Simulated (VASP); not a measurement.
# Sb (R-3m) in VASP: a series of runs

Runs on Sb. Level: PBEsol. Tasks: single point.

Program: VASP 6.6.1. These are calculated values, not measurements. Logs are shortened: lines on timing, memory, paths and dates and some standing lists are left out, and cuts for length are marked.

## (1) The cell of the first run

It takes space group R-3m (No. 166, trigonal). The conventional cell has a = 3.227 Å, b = 3.227 Å, c = 8.144 Å, α = 90.00°, β = 90.00°, γ = 120.00°. Within 4.2 Å of Sb (site symmetry -3m) lie 12 Sb at 3.23 to 3.29 Å.

## (2) Single point, PBEsol (equal xy, yz and zx shear strains of +2 %)

File INCAR:

```
SYSTEM = Sb
PREC     = Accurate       ! precision mode
ENCUT    = 520            ! plane-wave cutoff, eV
EDIFF    = 1E-6           ! SCF threshold, eV
ISMEAR   = -1             ! smearing method
SIGMA    = 0.05           ! smearing width, eV
LREAL    = .False.        ! projectors in reciprocal space
LASPH    = .True.         ! aspherical terms in the spheres
NELM     = 80             ! most SCF steps
ALGO     = Normal         ! electronic algorithm
ISIF     = 2              ! what is computed and relaxed
LWAVE    = .False.        ! write WAVECAR
LCHARG   = .True.         ! write CHGCAR
GGA      = PS             ! functional
LELF     = .True.         ! ELF
LVHAR    = .True.       
NBANDS   = 8              ! bands
```

File KPOINTS:

```
Automatic mesh
0
Gamma
  12 12 12
  0 0 0
```

File POSCAR:

```
Sb
1.0
    0.0461000000      2.3280500000      2.3280500000
    2.3280500000      0.0461000000      2.3280500000
    2.3280500000      2.3280500000      0.0461000000
Sb
1
Direct
    0.0000000000      0.0000000000      0.0000000000
```

Potentials or basis: VASP PAW PBE potentials, release 64 (Sb).

Command:

```sh
$ cat potpaw_PBE.64/Sb/POTCAR > POTCAR
$ mpirun -np 1 vasp_std > vasp.out
```

OUTCAR:

```text
SYSTEM = Sb
   PREC = Accurate
   ENCUT = 520
   EDIFF = 1E-6
   ISMEAR = -1
   LREAL = .False.
   LASPH = .True.
   NELM = 80
   ISIF = 2
   GGA = PS

 ion  position               nearest neighbor table
   1  0.000  0.000  0.000-

  LATTYP: Found a trigonal (rhomboedric) cell.
 ALAT       =     3.2926826168
 COS(alpha) =     0.5197000882

  Lattice vectors:

 A1 = (   0.0461000000,   2.3280500000,   2.3280500000)
 A2 = (   2.3280500000,   0.0461000000,   2.3280500000)
 A3 = (   2.3280500000,   2.3280500000,   0.0461000000)

Analysis of symmetry for initial positions (statically):
=====================================================================
 Subroutine PRICEL returns:
 Original cell was already a primitive cell.

 Routine SETGRP: Setting up the symmetry group for a
 trigonal (rhombohedral) supercell.

 Subroutine GETGRP returns: Found 12 space group operations
 (whereof 12 operations were pure point group operations)
 out of a pool of 12 trial point group operations.

The static configuration has the point symmetry D_3d.

Analysis of symmetry for dynamics (positions and initial velocities):
=====================================================================
 Subroutine PRICEL returns:
 Original cell was already a primitive cell.

 Routine SETGRP: Setting up the symmetry group for a
 trigonal (rhombohedral) supercell.

 Subroutine GETGRP returns: Found 12 space group operations
 (whereof 12 operations were pure point group operations)
 out of a pool of 12 trial point group operations.

The dynamic configuration has the point symmetry D_3d.

 Subroutine INISYM returns: Found 12 space group operations
 (whereof 12 operations are pure point group operations),
 and found     1 'primitive' translations

----------------------------------------------------------------------------------------

                                     Primitive cell

  volume of cell :      24.4857

  direct lattice vectors                    reciprocal lattice vectors
     0.046100000  2.328050000  2.328050000    -0.221258994  0.216962703  0.216962703
     2.328050000  0.046100000  2.328050000     0.216962703 -0.221258994  0.216962703
     2.328050000  2.328050000  0.046100000     0.216962703  0.216962703 -0.221258994

  length of vectors
     3.292682617  3.292682617  3.292682617     0.378287154  0.378287154  0.378287154

  position of ions in fractional coordinates (direct lattice)
     0.000000000  0.000000000  0.000000000

  ion indices of the primitive-cell ions
   primitive index   ion index
                 1           1

----------------------------------------------------------------------------------------

 KPOINTS: Automatic mesh

Automatic generation of k-mesh.
 Grid dimensions read from file:
 generate k-points for:   12   12   12

 Generating k-lattice:

  Cartesian coordinates                     Fractional coordinates (reciprocal lattice)
    -0.018438249  0.018080225  0.018080225     0.083333333  0.000000000  0.000000000
     0.018080225 -0.018438249  0.018080225     0.000000000  0.083333333  0.000000000
     0.018080225  0.018080225 -0.018438249     0.000000000  0.000000000  0.083333333

  Length of vectors
     0.031523930  0.031523930  0.031523930

  Shift w.r.t. Gamma in fractional coordinates (k-lattice)
     0.000000000  0.000000000  0.000000000

 Subroutine IBZKPT returns following result:
 ===========================================

 Found    189 irreducible k-points:

 Following reciprocal coordinates:
            Coordinates               Weight
  0.000000  0.000000  0.000000      1.000000
  0.083333 -0.000000 -0.000000      6.000000
  0.166667  0.000000  0.000000      6.000000
  0.250000 -0.000000  0.000000      6.000000
  0.333333  0.000000  0.000000      6.000000
  0.416667 -0.000000  0.000000      6.000000
[... 16 lines left out ...]
  0.500000  0.166667 -0.000000     12.000000
 -0.416667  0.166667 -0.000000     12.000000
 [... further k-points ...]
   k-points           NKPTS =    189   k-points in BZ     NKDIM =    189   number of bands    NBANDS=      8
   number of dos      NEDOS =    301   number of ions     NIONS =      1
   total plane-waves  NPLWV =  13824
   dimension x,y,z NGX =    24 NGY =   24 NGZ =   24
   dimension x,y,z NGXF=    48 NGYF=   48 NGZF=   48
   ions per type =               1
   NGX,Y,Z   is equivalent  to a cutoff of  12.12, 12.12, 12.12 a.u.
   NGXF,Y,Z  is equivalent  to a cutoff of  24.23, 24.23, 24.23 a.u.
 SYSTEM =  Sb
   PREC   = accura    normal or accurate (medium, high low for compatibility)
   ISTART =      0    job   : 0-new  1-cont  2-samecut
   ICHARG =      2    charge: 1-file 2-atom 10-const
   ISPIN  =      1    spin polarized calculation?
   LNONCOLLINEAR =      F non collinear calculations
   LSORBIT =      F    spin-orbit coupling
   LASPH  =      T    aspherical Exc in radial PAW
   ENCUT  =  520.0 eV  38.22 Ry    6.18 a.u.   6.12  6.12  6.12*2*pi/ulx,y,z
   NELM   =     80;   NELMIN=  2; NELMDL= -5     # of ELM steps
   EDIFF  = 0.1E-05   stopping-criterion for ELM
   LREAL  =      F    real-space projection
   EDIFFG = 0.1E-04   stopping-criterion for IOM
   NSW    =      0    number of steps for IOM
   IBRION =     -1    ionic relax: 0-MD 1-quasi-New 2-CG
   NFREE  =      0    steps in history (QN), initial steepest desc. (CG)
   ISIF   =      2    stress and relaxation
   ISYM   =      2    0-nonsym 1-usesym 2-fastsym
   POTIM  = 0.5000    time-step for ionic-motion
   TEBEG  =    0.0;   TEEND  =   0.0 temperature during run
   PSTRESS=    0.0 pullay stress
   NELECT =       5.0000    total number of electrons
   NUPDOWN=      -1.0000    fix difference up-down
   EMIN   =  10.00;   EMAX   =-10.00  energy-range for DOS
   EFERMI =   0.00;   METHOD = LEGACY
   ISMEAR =    -1;   SIGMA  =   0.05  broadening in eV -4-tet -1-fermi 0-gaus
   EFERMI_NEDOS =   21; number of points for ismear=-14 and -15
   IALGO  =     38    algorithm
   IMIX   =      4    mixing-type and parameters
     AMIX     =   0.40;   BMIX     =  1.00
     AMIX_MAG =   1.60;   BMIX_MAG =  1.00
  volume/ion in A,a.u.               =      24.49       165.24
  Fermi-wavevector in a.u.,A,eV,Ry     =   0.964037  1.821766 12.644811  0.929367
  Thomas-Fermi vector in A             =   2.093634
   LORBIT       =      0    0 simple, 1 ext, 2 COOP (PROOUT), +10 PAW based schemes
   GGA     = PS    functional components
   LHFCALC =     F    Hartree Fock is set to
   AEXX    =    0.0000 exact exchange contribution
   IVDW    =     0    specifies the selected vdW correction
   LEPSILON=     F    determine dielectric tensor
   LRPA    =     F    only Hartree local field effects (RPA)
 non-spin polarized calculation
  energy-cutoff  :      520.00
  volume of cell :       24.49
 maximum number of plane-waves:       669
   NGX = 13   NGY = 13   NGZ = 13

 number of electron       5.0000000 magnetization

 Free energy of the ion-electron system (eV)
  ---------------------------------------------------
  ext. energy  EPLUGINS =         0.00000000
  ---------------------------------------------------
  free energy    TOTEN  =        -4.26936185 eV

  energy without entropy =       -4.26357871  energy(sigma->0) =       -4.26647028

 E-fermi :   9.7283     XC(G=0): -10.7482

 val. band max:        9.7006899798   @ k =  -0.3333  -0.3333   0.0833
 cond. band min:       9.7304821131   @ k =   0.5000   0.1667   0.1667
 fundamental gap:      0.0297921333
 Fermi energy:         9.7283184886

 k-point     1 :       0.0000    0.0000    0.0000
  band No.  band energies     occupation
      1      -4.0572      2.00000
      2      15.2146      0.00000
      3      15.9445      0.00000
      4      15.9445      0.00000
      5      19.4770      0.00000
      6      19.9574      0.00000
      7      20.2173      0.00000
      8      20.2173      0.00000

 k-point     2 :       0.0833   -0.0000   -0.0000
  band No.  band energies     occupation
      1      -3.9044      2.00000
      2      14.4190      0.00000
      3      15.1064      0.00000
      4      15.6959      0.00000
      5      18.9058      0.00000
      6      19.8767      0.00000
      7      20.5887      0.00000
      8      22.0807      0.00000

 k-point     3 :       0.1667    0.0000    0.0000
  band No.  band energies     occupation
      1      -3.4470      2.00000
      2      11.7637      0.00000
      3      14.6419      0.00000
      4      15.1561      0.00000
      5      18.4408      0.00000
      6      20.5430      0.00000
      7      21.1660      0.00000
      8      22.2202      0.00000

 k-point     4 :       0.2500   -0.0000    0.0000
  band No.  band energies     occupation
      1      -2.6909      2.00000
      2       9.0103      2.00000
      3      14.1942      0.00000
      4      14.5941      0.00000
      5      18.1918      0.00000
      6      20.1939      0.00000
      7      20.5983      0.00000
      8      21.5327      0.00000

 k-point     5 :       0.3333    0.0000    0.0000
  band No.  band energies     occupation
      1      -1.6568      2.00000
      2       6.4742      2.00000
      3      13.8428      0.00000
      4      14.1401      0.00000
      5      18.1256      0.00000
      6      19.4294      0.00000
      7      19.8547      0.00000
      8      20.4406      0.00000
[... 177 lines left out ...]
 k-point    22 :       0.4167    0.1667   -0.0000
  band No.  band energies     occupation
      1      -0.7637      2.00000
      2       6.2102      2.00000
      3      11.4171      0.00000
      4      11.9793      0.00000
      5      16.0480      0.00000
      6      20.7629      0.00000
      7      21.7355      0.00000
      8      22.8250      0.00000

 k-point    23 :       0.5000    0.1667   -0.0000
  band No.  band energies     occupation
      1       0.4221      2.00000
      2       4.3329      2.00000
      3      10.7169      0.00000
      4      12.1671      0.00000
      5      16.0669      0.00000
      6      20.8955      0.00000
      7      21.3947      0.00000
      8      23.7998      0.00000

 k-point    24 :      -0.4167    0.1667   -0.0000
  band No.  band energies     occupation
      1       0.7375      2.00000
      2       3.9131      2.00000
      3      10.2424      0.00007
      4      12.6395      0.00000
      5      16.4059      0.00000
      6      20.3992      0.00000
      7      21.0916      0.00000
      8      24.2403      0.00000

 [... further k-points ...]
[... 5 lines left out ...]
  --------------------------------------------------------------------------------------
  -------------------------------------------------------------------------------------
  Total        0.8440744      0.8440744      0.8440744     -0.0249824     -0.0249824     -0.0249824
  in kB       55.2303686     55.2303686     55.2303686     -1.6346759     -1.6346759     -1.6346759
  external PRESSURE =      55.2303686 kB  Pullay stress =       0.0000000 kB

 VOLUME and BASIS-vectors are now :
 -----------------------------------------------------------------------------
  energy-cutoff  :      520.00
  volume of cell :       24.49
      direct lattice vectors                 reciprocal lattice vectors
     0.046100000  2.328050000  2.328050000    -0.221258994  0.216962703  0.216962703
     2.328050000  0.046100000  2.328050000     0.216962703 -0.221258994  0.216962703
     2.328050000  2.328050000  0.046100000     0.216962703  0.216962703 -0.221258994

 POSITION                                       TOTAL-FORCE (eV/Angst)
 -----------------------------------------------------------------------------------
      0.00000      0.00000      0.00000        -0.000000     -0.000000     -0.000000
 -----------------------------------------------------------------------------------
    total drift:                                0.000000     -0.000000     -0.000000

  FREE ENERGIE OF THE ION-ELECTRON SYSTEM (eV)
  ---------------------------------------------------
  free  energy   TOTEN  =        -4.2693618489 eV

  energy  without entropy=       -4.2635787051  energy(sigma->0) =       -4.26647028
```

Run time: 12 s. Hardware: 1 thread of Intel Xeon 6975P-C, shared host; peak memory 0.16 GiB.

Results:

```yaml
Free_energy: -4.2694 eV
Pressure: 5.5 GPa
```

Levels at points of the mesh, in eV from the Fermi level:
| k point | band 1 | band 2 | band 3 | band 4 | band 5 |
| --- | --- | --- | --- | --- | --- |
| (0.00, 0.00, 0.00) | -13.79 | 5.49 | 6.22 | 6.22 | 9.75 |
| (0.50, 0.00, 0.00) | -9.37 | -6.51 | 3.82 | 4.02 | 8.58 |
| (0.50, 0.50, 0.00) | -7.56 | -5.52 | 0.09 | 0.59 | 4.07 |
| (0.50, 0.50, 0.50) | -9.79 | -6.57 | 4.41 | 4.41 | 9.18 |

Caveat: the cell differs from its parent crystal (equal xy, yz and zx shear strains of +2 %); the PAW data sets were made with another functional, which shifts forces and pressure a little; spin-orbit coupling is left out, which moves the levels of the heavy elements.

## (3) Single point, PBEsol (equal xy, yz and zx shear strains of -2 %)

File INCAR:

```
SYSTEM = Sb
ALGO = Normal ; EDIFF = 1E-7
ENCUT = 520 ; GGA = PS
ISIF = 2 ; ISMEAR = -1
LASPH = .TRUE. ; LCHARG = .FALSE.
LREAL = .FALSE. ; LWAVE = .FALSE.
NBANDS = 8 ; NELM = 60
PREC = Accurate ; SIGMA = 0.05
```

File KPOINTS:

```
k-points
0
G
  12 12 12
  0 0 0
```

File POSCAR:

```
Sb
1.0
   -0.0461000000      2.2819500000      2.2819500000
    2.2819500000     -0.0461000000      2.2819500000
    2.2819500000      2.2819500000     -0.0461000000
Sb
1
Direct
    0.0000000000      0.0000000000      0.0000000000
```

Potentials or basis: VASP PAW PBE potentials, release 64 (Sb).

Command:

```sh
$ cat potpaw_PBE.64/Sb/POTCAR > POTCAR
$ mpirun -np 1 vasp_std > vasp.out
```

Run time: 14 s. Hardware: 1 thread of Intel Xeon 6975P-C, shared host; peak memory 0.16 GiB.

Results (log left out):

```
Free energy : -4.2686 eV
Pressure    : 5.5 GPa
```

Stress tensor (GPa, compression positive):
```
5.55 0.29 0.29
0.29 5.55 0.29
0.29 0.29 5.55
```

Levels at points of the mesh, in eV from the Fermi level:
| k point | band 1 | band 2 | band 3 | band 4 | band 5 | band 6 | band 7 |
| --- | --- | --- | --- | --- | --- | --- | --- |
| (0.00, 0.00, 0.00) | -13.79 | 5.76 | 5.76 | 6.39 | 10.02 | 10.02 | 10.24 |
| (0.50, 0.00, 0.00) | -9.58 | -6.54 | 4.07 | 4.26 | 8.88 | 9.16 | 9.65 |
| (0.50, 0.50, 0.00) | -7.56 | -5.53 | 0.07 | 0.60 | 4.06 | 4.65 | 18.13 |
| (0.50, 0.50, 0.50) | -9.15 | -6.46 | 3.68 | 3.68 | 8.37 | 9.05 | 9.05 |

Caveat: the cell differs from its parent crystal (equal xy, yz and zx shear strains of -2 %); the PAW data sets were made with another functional, which shifts forces and pressure a little; spin-orbit coupling is left out, which moves the levels of the heavy elements.
